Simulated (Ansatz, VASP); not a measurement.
## AlNi2 in VASP and in Ansatz

```
CELL_PARAMETERS angstrom
3.97400 0.00000 0.00000
-1.98700 3.44159 0.00000
0.00000 0.00000 4.90426
ATOMIC_POSITIONS crystal
Al 0.33333 0.66667 0.18987
Al 0.66667 0.33333 0.81013
Ni 0.33333 0.66667 0.68511
Ni 0.66667 0.33333 0.31489
Ni 0.00000 0.00000 0.50000
Ni 0.00000 0.00000 0.00000
```

Alike in both runs: task single point; functional PBEsol; k mesh 18 × 18 × 12; occupations gaussian, width 0.1 eV; no spin polarisation.

```csv
,VASP,Ansatz
version,VASP 6.6.1,Ansatz 0.2.0
potentials or method,"VASP PAW PBE potentials, release 64 (Al, Ni), cutoff 520 eV","scalar-relativistic, plane waves, PAW"
valence electrons in the cell,46,78
```

Ansatz gave:

| Property | Result |
| --- | --- |
| gap on the k mesh at the Fermi level (eV) | none |
| pressure (GPa) | 0.1 |
| traceless stress, the component that is largest in VASP (GPa) | -0.05 |
| rms of the force components (eV/Å) | 0.020 |

Estimate VASP's values.

gap on the k mesh at the Fermi level (eV): none; pressure (GPa): 0.2; traceless stress, the component that is largest in VASP (GPa): -0.06; rms of the force components (eV/Å): 0.021.

VASP's potentials were made for PBE, not for PBEsol. Atom by atom the forces differ by 0.004 eV/Å (rms over components). A gap of «none» marks a metal or a gap that the smearing closes. VASP's potentials hold 46 valence electrons a cell and Ansatz's 78, so a difference there can come from the potentials and not from the codes.
